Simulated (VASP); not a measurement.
Input of a VASP 6.6.1 run:

The input INCAR:

```
PREC = Accurate ; ENCUT = 690
EDIFF = 1E-6 ; ISMEAR = -1
SIGMA = 0.05 ; LREAL = False
LASPH = True ; NELM = 120
ALGO = Normal ; ISIF = 2
LWAVE = False ; LCHARG = True
GGA = CA ; LELF = True
LVHAR = True ; NBANDS = 23
GGA_COMPAT = False
```

The input KPOINTS:

```
regular mesh
0
Gamma
  12 12 7
```

File POSCAR:

```
FeRu
1.0
    2.5325542409      0.0000000000      0.0000000000
   -1.2662771204      2.1932563091      0.0000000000
    0.0000000000      0.0000000000      3.9004332941
Fe Ru
1 1
Direct
    0.0000000000      0.0000000000      0.5000000000
    0.6666666667      0.3333333333      0.0000000000
```

Potentials or basis: VASP PAW LDA potentials, release 64 (Fe_sv, Ru_sv).

Command:

```console
$ cat potpaw_LDA.64/Fe_sv/POTCAR potpaw_LDA.64/Ru_sv/POTCAR > POTCAR
$ mpirun -np 1 vasp_std > vasp.out
```

(1) Estimate the pressure.

(2) Estimate the band gap on the k mesh.

Answers

(1) 23.7 GPa.

(2) zero (bands 16 and 17 overlap by 2.29 eV).

Caveat: the cell stands under pressure; the run has no spin polarisation, though such a crystal can be magnetic.
